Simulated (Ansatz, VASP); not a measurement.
# C: VASP beside Ansatz

```
CELL_PARAMETERS angstrom
-2.41040 2.36219 2.36219
2.41040 -2.45861 2.45861
2.41040 2.45861 -2.45861
ATOMIC_POSITIONS crystal
C 0.32547 0.00000 0.00000
C 0.67453 0.67453 0.67453
C 0.00000 0.32547 0.00000
C 0.00000 0.00000 0.32547
C 0.00000 0.67453 0.00000
C 0.32547 0.32547 0.32547
C 0.67453 0.00000 0.00000
C 0.00000 0.00000 0.67453
```

Change from the starting cell: strain -0.0400 x Voigt [0, 0, 0, 1, 0, 0], atoms carried along.

Alike in both runs: task single point; functional LDA; k mesh 8 × 8 × 8; occupations gaussian, width 0.05 eV; no spin polarisation.

|  | VASP | Ansatz |
| --- | --- | --- |
| version | VASP 6.6.1 | Ansatz 0.2.0 |
| potentials or method | VASP PAW LDA potentials, release 64 (C), cutoff 520 eV | scalar-relativistic, plane waves, PAW |
| valence electrons in the cell | 32 | 32 |

```tsv
	VASP	Ansatz	Ansatz less VASP
gap on the k mesh at the Fermi level (eV)	2.70	2.71	+0.008
least direct gap on the mesh (eV)	3.59	3.61	+0.021
pressure (GPa)	1.2	0.1	-1.08
traceless stress, the component that is largest in VASP (GPa)	11.80	11.84	+0.046
rms of the force components (eV/Å)	0.065	0.061	-0.0040
```

LDA's correlation is that of Perdew and Zunger in VASP and of Perdew and Wang (1992) in Ansatz. Atom by atom the forces differ by 0.029 eV/Å (rms over components).
